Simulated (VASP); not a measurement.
# GeAs5 (P-62m) in VASP: notebook, part 2 of 2

VASP 6.6.1. The steps go on from the part before.

## 5. Relaxation of cell and atoms, PBE

This run uses another cell than the first one, of 30.81 Å³/atom, 1.517 times its volume.

Input file INCAR:

```
SYSTEM = GeAs5
ALGO = Normal ; EDIFF = 1E-6
EDIFFG = -0.04 ; ENCUT = 600
GGA = PE ; IBRION = 2
ISIF = 3 ; ISMEAR = 0
LASPH = .TRUE. ; LCHARG = .FALSE.
LREAL = .FALSE. ; LWAVE = .FALSE.
NELM = 80 ; NSW = 90
PREC = Accurate ; SIGMA = 0.1
```

Input file KPOINTS:

```
k-points
0
G
  3 3 4
  0 0 0
```

Input file POSCAR:

```
GeAs5
1.0
    6.1006963800      0.0000000000      0.0000000000
   -3.0503481900      5.2833580400      0.0000000000
    0.0000000000      0.0000000000      5.7347039300
Ge As
1 5
Direct
    0.0000000000      0.0000000000      0.0000000000
    0.6781055900      0.0000000000      0.5000000000
    0.3218944100      0.3218944100      0.5000000000
    0.0000000000      0.6781055900      0.5000000000
    0.6666666700      0.3333333300      0.0000000000
    0.3333333300      0.6666666700      0.0000000000
```

Potentials or basis: VASP PAW PBE potentials, release 64 (Ge_d, As).

Started as:

```bash
cat potpaw_PBE.64/Ge_d/POTCAR potpaw_PBE.64/As/POTCAR > POTCAR
mpirun -np 1 vasp_std > vasp.out
```

OUTCAR:

```text
SYSTEM = GeAs5
   EDIFF = 1E-6
   EDIFFG = -0.04
   ENCUT = 600
   GGA = PE
   IBRION = 2
   ISIF = 3
   ISMEAR = 0
   LASPH = .TRUE.
   LREAL = .FALSE.
   NELM = 80
   NSW = 90
   PREC = Accurate

 ion  position               nearest neighbor table
   1  0.000  0.000  0.000-
   2  0.678  0.000  0.500-
   3  0.322  0.322  0.500-
   4  0.000  0.678  0.500-
   5  0.667  0.333  0.000-
   6  0.333  0.667  0.000-

  LATTYP: Found a hexagonal cell.
 ALAT       =     6.1006963800
 C/A-ratio  =     0.9400080864

  Lattice vectors:

 A1 = (   6.1006963800,   0.0000000000,   0.0000000000)
 A2 = (  -3.0503481900,   5.2833580400,   0.0000000000)
 A3 = (   0.0000000000,   0.0000000000,   5.7347039300)

Analysis of symmetry for initial positions (statically):
=====================================================================
 Subroutine PRICEL returns:
 Original cell was already a primitive cell.

 Routine SETGRP: Setting up the symmetry group for a
 hexagonal supercell.

 Subroutine GETGRP returns: Found 12 space group operations
 (whereof 12 operations were pure point group operations)
 out of a pool of 24 trial point group operations.

The static configuration has the point symmetry D_3h.

Analysis of symmetry for dynamics (positions and initial velocities):
=====================================================================
 Subroutine PRICEL returns:
 Original cell was already a primitive cell.

 Routine SETGRP: Setting up the symmetry group for a
 hexagonal supercell.

 Subroutine GETGRP returns: Found 12 space group operations
 (whereof 12 operations were pure point group operations)
 out of a pool of 24 trial point group operations.

The dynamic configuration has the point symmetry D_3h.

 Subroutine INISYM returns: Found 12 space group operations
 (whereof 12 operations are pure point group operations),
 and found     1 'primitive' translations

----------------------------------------------------------------------------------------

                                     Primitive cell

  volume of cell :     184.8419

  direct lattice vectors                    reciprocal lattice vectors
     6.100696380  0.000000000  0.000000000     0.163915714  0.094636781  0.000000000
    -3.050348190  5.283358040  0.000000000     0.000000000  0.189273563  0.000000000
     0.000000000  0.000000000  5.734703930     0.000000000  0.000000000  0.174376919

  length of vectors
     6.100696380  6.100696375  5.734703930     0.189273563  0.189273563  0.174376919

  position of ions in fractional coordinates (direct lattice)
     0.000000000  0.000000000  0.000000000
     0.678105590  0.000000000  0.500000000
     0.321894410  0.321894410  0.500000000
     0.000000000  0.678105590  0.500000000
     0.666666670  0.333333330  0.000000000
     0.333333330  0.666666670  0.000000000

  ion indices of the primitive-cell ions
   primitive index   ion index
                 1           1
                 2           2
                 3           3
                 4           4
                 5           5
                 6           6

----------------------------------------------------------------------------------------

 KPOINTS: k-points

Automatic generation of k-mesh.
 Grid dimensions read from file:
 generate k-points for:    3    3    4

 Generating k-lattice:

  Cartesian coordinates                     Fractional coordinates (reciprocal lattice)
     0.054638571  0.031545594  0.000000000     0.333333333 -0.000000000  0.000000000
     0.000000000  0.063091188  0.000000000     0.000000000  0.333333333  0.000000000
     0.000000000  0.000000000  0.043594230     0.000000000  0.000000000  0.250000000

  Length of vectors
     0.063091188  0.063091188  0.043594230

  Shift w.r.t. Gamma in fractional coordinates (k-lattice)
     0.000000000  0.000000000  0.000000000

 Subroutine IBZKPT returns following result:
 ===========================================

 Found      9 irreducible k-points:

 Following reciprocal coordinates:
            Coordinates               Weight
  0.000000  0.000000  0.000000      1.000000
  0.333333  0.000000  0.000000      6.000000
  0.333333  0.333333  0.000000      2.000000
  0.000000  0.000000  0.250000      2.000000
  0.333333  0.000000  0.250000     12.000000
  0.333333  0.333333  0.250000      4.000000
  0.000000  0.000000  0.500000      1.000000
  0.333333  0.000000  0.500000      6.000000
  0.333333  0.333333  0.500000      2.000000
   k-points           NKPTS =      9   k-points in BZ     NKDIM =      9   number of bands    NBANDS=     23
   number of dos      NEDOS =    301   number of ions     NIONS =      6
   total plane-waves  NPLWV = 120000
   dimension x,y,z NGX =    50 NGY =   50 NGZ =   48
   dimension x,y,z NGXF=   100 NGYF=  100 NGZF=   96
   ions per type =               1   5
   NGX,Y,Z   is equivalent  to a cutoff of  13.63, 13.63, 13.91 a.u.
   NGXF,Y,Z  is equivalent  to a cutoff of  27.25, 27.25, 27.83 a.u.
 SYSTEM =  GeAs5
   PREC   = accura    normal or accurate (medium, high low for compatibility)
   ISTART =      0    job   : 0-new  1-cont  2-samecut
   ICHARG =      2    charge: 1-file 2-atom 10-const
   ISPIN  =      1    spin polarized calculation?
   LNONCOLLINEAR =      F non collinear calculations
   LSORBIT =      F    spin-orbit coupling
   LASPH  =      T    aspherical Exc in radial PAW
   ENCUT  =  600.0 eV  44.10 Ry    6.64 a.u.  12.18 12.18 11.45*2*pi/ulx,y,z
   NELM   =     80;   NELMIN=  2; NELMDL= -5     # of ELM steps
   EDIFF  = 0.1E-05   stopping-criterion for ELM
   LREAL  =      F    real-space projection
   EDIFFG = -.4E-01   stopping-criterion for IOM
   NSW    =     90    number of steps for IOM
   IBRION =      2    ionic relax: 0-MD 1-quasi-New 2-CG
   NFREE  =      1    steps in history (QN), initial steepest desc. (CG)
   ISIF   =      3    stress and relaxation
   ISYM   =      2    0-nonsym 1-usesym 2-fastsym
   POTIM  = 0.5000    time-step for ionic-motion
   TEBEG  =    0.0;   TEEND  =   0.0 temperature during run
   PSTRESS=    0.0 pullay stress
   NELECT =      39.0000    total number of electrons
   NUPDOWN=      -1.0000    fix difference up-down
   EMIN   =  10.00;   EMAX   =-10.00  energy-range for DOS
   EFERMI =   0.00;   METHOD = LEGACY
   ISMEAR =     0;   SIGMA  =   0.10  broadening in eV -4-tet -1-fermi 0-gaus
   EFERMI_NEDOS =   21; number of points for ismear=-14 and -15
   IALGO  =     38    algorithm
   IMIX   =      4    mixing-type and parameters
     AMIX     =   0.40;   BMIX     =  1.00
     AMIX_MAG =   1.60;   BMIX_MAG =  1.00
  volume/ion in A,a.u.               =      30.81       207.90
  Fermi-wavevector in a.u.,A,eV,Ry     =   0.974607  1.841740 12.923615  0.949859
  Thomas-Fermi vector in A             =   2.105080
   LORBIT       =      0    0 simple, 1 ext, 2 COOP (PROOUT), +10 PAW based schemes
   GGA     = PE    functional components
   LHFCALC =     F    Hartree Fock is set to
   AEXX    =    0.0000 exact exchange contribution
   IVDW    =     0    specifies the selected vdW correction
   LEPSILON=     F    determine dielectric tensor
   LRPA    =     F    only Hartree local field effects (RPA)
 conjugate gradient relaxation of ions
 non-spin polarized calculation
 Gauss-broadening in eV      SIGMA  =   0.10
  energy-cutoff  :      600.00
  volume of cell :      184.84
 maximum number of plane-waves:      6189
 NGX is ok and might be reduce to    50

--------------------------------------- Ionic step        1  -------------------------------------------

 number of electron      38.9999993 magnetization

 Free energy of the ion-electron system (eV)
  ---------------------------------------------------
  ext. energy  EPLUGINS =         0.00000000
  ---------------------------------------------------
  free energy    TOTEN  =       -20.99388206 eV

  energy without entropy =      -20.96366902  energy(sigma->0) =      -20.97877554

 E-fermi :   2.1774     XC(G=0):  -8.8052

 val. band max:        2.1551380915   @ k =   0.3333   0.0000   0.5000
 cond. band min:       2.1897942442   @ k =   0.3333   0.0000   0.0000
 fundamental gap:      0.0346561528
 Fermi energy:         2.1774396097

 k-point     1 :       0.0000    0.0000    0.0000
  band No.  band energies     occupation
      1     -23.0892      2.00000
      2     -23.0892      2.00000
      3     -23.0821      2.00000
      4     -23.0821      2.00000
      5     -23.0796      2.00000
      6      -9.5511      2.00000
[... 336 lines left out ...]
  FREE ENERGIE OF THE ION-ELECTRON SYSTEM (eV)
  ---------------------------------------------------
  free  energy   TOTEN  =       -25.3229870320 eV

  energy  without entropy=      -25.3030981288  energy(sigma->0) =      -25.31304258

[... ionic steps 4 to 10 ...]

--------------------------------------- Ionic step       11  -------------------------------------------

 number of electron      39.0000003 magnetization

------------------------ aborting loop because EDIFF is reached ----------------------------------------
[... 75 lines left out ...]
--------------------------------------- Ionic step       13  -------------------------------------------

 number of electron      38.9999999 magnetization

 Free energy of the ion-electron system (eV)
  ---------------------------------------------------
  ext. energy  EPLUGINS =         0.00000000
  ---------------------------------------------------
  free energy    TOTEN  =       -25.61107256 eV

  energy without entropy =      -25.58798299  energy(sigma->0) =      -25.59952777

 E-fermi :   5.9584     XC(G=0): -10.5093

 val. band max:        5.7447567446   @ k =   0.0000   0.0000   0.0000
 cond. band min:       5.9666638621   @ k =   0.3333   0.0000   0.2500
 fundamental gap:      0.2219071175
 Fermi energy:         5.9583813468

 k-point     1 :       0.0000    0.0000    0.0000
  band No.  band energies     occupation
      1     -19.0938      2.00000
      2     -19.0788      2.00000
      3     -19.0788      2.00000
      4     -19.0578      2.00000
      5     -19.0578      2.00000
      6      -8.7872      2.00000
[... 256 lines left out ...]
  FREE ENERGIE OF THE ION-ELECTRON SYSTEM (eV)
  ---------------------------------------------------
  free  energy   TOTEN  =       -25.6110725627 eV

  energy  without entropy=      -25.5879829854  energy(sigma->0) =      -25.59952777

 reached required accuracy - stopping structural energy minimisation
```

Wall time 3.3 min (1 thread of Intel Xeon 6975P-C (Granite Rapids), shared host); peak memory 0.38 GiB.

What came out:

| Property | Result |
| --- | --- |
| Free energy | -25.6111 eV |
| Relaxed volume | 20.31 Å³/atom |
| Relaxed cell | a = 5.134 Å, b = 5.134 Å, c = 5.337 Å, α = 90.00°, β = 90.00°, γ = 120.00° |
| Space group after relaxing (to 0.05 Å) | P-62m (No. 189) |
| Energy gained by relaxing | 769.5 meV/atom |
| Ionic steps | 13 |
| Pressure after relaxing | -0.1 GPa |
| Largest force after relaxing | 0.014 eV/Å |

Forces in eV/Å, atoms in the order of the input:
```
Ge   0.000  0.000  0.000
As  -0.014  0.000  0.000
As   0.007  0.012  0.000
As   0.007 -0.012  0.000
As   0.000  0.000  0.000
As   0.000  0.000  0.000
```

Step by step:
| step | energy change (eV) | largest force (eV/Å) | pressure (GPa) | volume (Å³) |
| --- | --- | --- | --- | --- |
| 1 | 0.0000 | 0.5183 | -13.11 | 184.84 |
| 2 | -4.1773 | 0.4165 | -4.73 | 125.25 |
| 3 | -4.3291 | 0.2857 | -0.36 | 117.02 |
| 4 | -4.3309 | 0.2639 | 0.37 | 115.87 |
| 5 | -4.4231 | 0.3994 | 0.79 | 115.42 |
| 6 | -4.4402 | 0.4996 | 1.37 | 115.06 |
| 7 | -4.5147 | 0.6130 | 0.20 | 118.12 |
| 8 | -4.5465 | 0.0675 | -2.25 | 127.52 |
| 9 | -4.5769 | 0.4290 | -1.54 | 123.27 |
| 10 | -4.6025 | 0.0926 | -0.07 | 122.70 |
| 11 | -4.6033 | 0.0013 | -0.34 | 122.79 |
| 12 | -4.6154 | 0.0083 | -0.19 | 122.15 |
| 13 | -4.6172 | 0.0142 | -0.08 | 121.85 |

Final structure:
```xyz
6
Lattice="5.1344 0.0000 0.0000 -2.5672 4.4465 0.0000 0.0000 0.0000 5.3373" Properties=species:S:1:pos:R:3 pbc="T T T"
Ge    0.0000    0.0000    0.0000
As    3.6600    0.0000    2.6686
As    0.7372    1.2768    2.6686
As    3.3044    3.1697    2.6686
As    2.5672    1.4822    0.0000
As    0.0000    2.9643    0.0000
```

Levels at points of the mesh, in eV from the Fermi level:
| k point | band 16 | band 17 | band 18 | band 19 | band 20 | band 21 | band 22 | band 23 |
| --- | --- | --- | --- | --- | --- | --- | --- | --- |
| (0.00, 0.00, 0.00) | -2.52 | -2.52 | -1.75 | -1.75 | -1.24 | -0.44 | -0.44 | -0.21 |
| (0.00, 0.00, 0.50) | -3.70 | -3.29 | -3.29 | -2.96 | -1.93 | -1.65 | 2.45 | 2.45 |

Caveat: the k points lie up to 0.47 Å⁻¹ apart in the final cell; the volume moved by over 15 % at a fixed basis, so the end points are rough; the bands computed are all filled at some k points, so no gap is given.

## 6. Relaxation of cell and atoms, PBE

Input file INCAR:

```
PREC = Accurate
ENCUT = 600
EDIFF = 1E-7
ISMEAR = 0
SIGMA = 0.1
LREAL = F
LASPH = T
NELM = 80
ALGO = Normal
ISIF = 3
LWAVE = F
LCHARG = F
GGA = PE
IBRION = 2
NSW = 90
EDIFFG = -0.04
```

Input file KPOINTS:

```
regular mesh
0
Gamma
  6 6 4
```

Input file POSCAR:

```
GeAs5
1.0
    5.1406154835      0.0000000000      0.0000000000
   -2.5703077417      4.4519035998      0.0000000000
    0.0000000000      0.0000000000      5.3254028133
Ge As
1 5
Direct
    0.0000000000      0.0000000000      0.0000000000
    0.7146488199      0.0000000000      0.5000000000
    0.2853511801      0.2853511801      0.5000000000
    0.0000000000      0.7146488199      0.5000000000
    0.6666666667      0.3333333333      0.0000000000
    0.3333333333      0.6666666667      0.0000000000
```

Potentials or basis: VASP PAW PBE potentials, release 64 (Ge_d, As).

Started as:

```bash
cat potpaw_PBE.64/Ge_d/POTCAR potpaw_PBE.64/As/POTCAR > POTCAR
mpirun -np 1 vasp_std > vasp.out
```

It took 3.5 min on 1 thread of Intel Xeon 6975P-C (Granite Rapids), shared host; peak memory 0.32 GiB.

It converged, with:

* Free energy: -25.3845 eV
* Relaxed volume: 19.79 Å³/atom
* Relaxed cell: a = 5.138 Å, b = 5.138 Å, c = 5.193 Å, α = 90.00°, β = 90.00°, γ = 120.00°
* Space group after relaxing (to 0.05 Å): P-62m (No. 189)
* Energy gained by relaxing: 3.0 meV/atom
* Ionic steps: 10
* Pressure after relaxing: 0.0 GPa
* Largest force after relaxing: 0.031 eV/Å

Forces on the atoms (eV/Å):
```
Ge   0.000  0.000  0.000
As   0.031  0.000  0.000
As  -0.016 -0.027  0.000
As  -0.016  0.027  0.000
As   0.000  0.000  0.000
As   0.000  0.000  0.000
```

Stress tensor (GPa, compression positive):
```
 0.09  0.00  0.00
 0.00  0.09  0.00
 0.00  0.00 -0.12
```

The path:
```
step  energy change (eV)  largest force (eV/Å)  pressure (GPa)  volume (Å³)
   1              0.0000                0.1418            0.51       121.87
   2             -0.0040                0.0101           -0.43       123.01
   3             -0.0043                0.0329           -0.28       122.78
   4             -0.0055                0.0480           -0.15       122.34
   5             -0.0060                0.0772            0.03       121.76
   6             -0.0072                0.0703            0.00       121.51
   7             -0.0113                0.0686           -0.08       120.75
   8             -0.0174                0.0027            0.03       119.24
   9             -0.0174                0.0119            0.06       118.97
  10             -0.0177                0.0312            0.02       118.73
```

Final structure:
```yaml
crystal:
  lattice:
    - [5.13799, 0.00000, 0.00000]
    - [-2.56899, 4.44963, 0.00000]
    - [0.00000, 0.00000, 5.19334]
  atoms:
    - { symbol: Ge, position: [0.00000, 0.00000, 0.00000] }
    - { symbol: As, position: [0.69786, 0.00000, 0.50000] }
    - { symbol: As, position: [0.30214, 0.30214, 0.50000] }
    - { symbol: As, position: [0.00000, 0.69786, 0.50000] }
    - { symbol: As, position: [0.66667, 0.33333, 0.00000] }
    - { symbol: As, position: [0.33333, 0.66667, 0.00000] }
```

Levels at points of the mesh, in eV from the Fermi level:
```csv
k point,band 17,band 18,band 19,band 20,band 21,band 22,band 23
"(0.00, 0.00, 0.00)",-2.40,-1.68,-1.43,-1.43,-0.51,-0.51,-0.15
"(0.50, 0.00, 0.00)",-1.89,-1.22,-0.72,-0.20,0.10,1.17,2.27
"(0.00, 0.00, 0.50)",-3.53,-3.25,-3.25,-1.50,-1.32,2.80,2.80
"(0.50, 0.00, 0.50)",-0.77,-0.21,-0.16,0.50,0.72,1.34,1.56
```

Caveat: the bands computed are all filled at some k points, so no gap is given.

## 7. Single point, PBE

This run uses another cell than the first one, of the same volume but with other edges.

Input file INCAR:

```
ALGO     = Normal         # electronic algorithm
EDIFF    = 1E-7           # SCF threshold, eV
ENCUT    = 520            # plane-wave cutoff, eV
GGA      = PE             # functional
ISIF     = 2              # what is computed and relaxed
ISMEAR   = 0              # smearing method
LASPH    = T              # aspherical terms in the spheres
LCHARG   = F              # write CHGCAR
LREAL    = F              # projectors in reciprocal space
LWAVE    = F              # write WAVECAR
NBANDS   = 28             # bands
NELM     = 100            # most SCF steps
PREC     = Accurate       # precision mode
SIGMA    = 0.1            # smearing width, eV
```

Input file KPOINTS:

```
k-points
0
Gamma
  12 12 8
```

Input file POSCAR:

```
GeAs5
1.0
    5.1983658185      0.0000000000      0.0000000000
   -2.5991829093      4.5019168570      0.0000000000
    0.0000000000      0.0000000000      5.2159114180
Ge As
1 5
Direct
    0.0000000000      0.0000000000      0.0000000000
    0.7158981269      0.0000000000      0.5000000000
    0.2841018731      0.2841018731      0.5000000000
    0.0000000000      0.7158981269      0.5000000000
    0.6666666667      0.3333333333      0.0000000000
    0.3333333333      0.6666666667      0.0000000000
```

Started as:

```bash
cat potpaw_PBE.64/Ge_d/POTCAR potpaw_PBE.64/As/POTCAR > POTCAR
mpirun -np 1 vasp_std > vasp.out
```

Run time: 1.9 min. Hardware: 1 thread of Intel Xeon 6975P-C (Granite Rapids), shared host; peak memory 0.43 GiB.

The run converged. Its results:

| Property | Result |
| --- | --- |
| Free energy | -25.3576 eV |
| Pressure | 0.1 GPa |
| Largest force | 0.049 eV/Å |

Forces in eV/Å, atoms in the order of the input:
```
Ge   0.000  0.000  0.000
As  -0.049  0.000  0.000
As   0.025  0.042  0.000
As   0.025 -0.042  0.000
As   0.000  0.000  0.000
As   0.000  0.000  0.000
```

Stress tensor (GPa, compression positive):
```
0.19 0.00 0.00
0.00 0.19 0.00
0.00 0.00 0.04
```

Levels at points of the mesh, in eV from the Fermi level:
```csv
k point,band 18,band 19,band 20,band 21,band 22,band 23
"(0.00, 0.00, 0.00)",-1.38,-1.38,-0.84,-0.41,-0.41,-0.40
"(0.50, 0.00, 0.00)",-1.15,-0.76,-0.10,0.13,1.18,2.26
"(0.00, 0.00, 0.50)",-3.12,-2.83,-1.39,-1.12,2.83,2.83
"(0.50, 0.00, 0.50)",-0.59,-0.35,0.51,0.85,1.22,1.76
```

## 8. Summary

```csv
task,cell,k mesh,cutoff (eV),gap on the mesh (eV),pressure (GPa),relaxed volume (Å³/atom),largest force (eV/Å)
single point,"a = 5.141, b = 5.141, c = 5.325 Å, angles 90.0, 90.0, 120.0°, 6 atoms",3 × 3 × 4,520,none,0.1,-,0.07
single point,"a = 6.101, b = 6.101, c = 5.735 Å, angles 90.0, 90.0, 120.0°, 6 atoms",3 × 3 × 4,520,none,-13.1,-,0.52
single point,"a = 5.159, b = 5.159, c = 5.300 Å, angles 90.0, 90.0, 120.0°, 6 atoms",6 × 6 × 4,520,none,0.1,-,0.08
relaxation of cell and atoms,"relaxed from a = 6.101, b = 6.101, c = 5.735 Å, angles 90.0, 90.0, 120.0°, 6 atoms",3 × 3 × 4,600,-,-0.1,20.31,0.01
relaxation of cell and atoms,"relaxed from a = 5.141, b = 5.141, c = 5.325 Å, angles 90.0, 90.0, 120.0°, 6 atoms",6 × 6 × 4,600,-,0.0,19.79,0.03
single point,"a = 5.198, b = 5.198, c = 5.216 Å, angles 90.0, 90.0, 120.0°, 6 atoms",12 × 12 × 8,520,none,0.1,-,0.05
```

Alike in all rows: level PBE; potentials or basis VASP PAW PBE potentials, release 64 (Ge_d, As); no spin polarisation; smearing gaussian 0.1 eV.

Caveats: some runs use coarse meshes; the bands computed are all filled at some k points, so no gap is given (some runs); the volume moved by over 15 % at a fixed basis, so the end points are rough (some runs).

Total energies depend on the potentials used, so only differences within one code and one set of settings carry meaning.
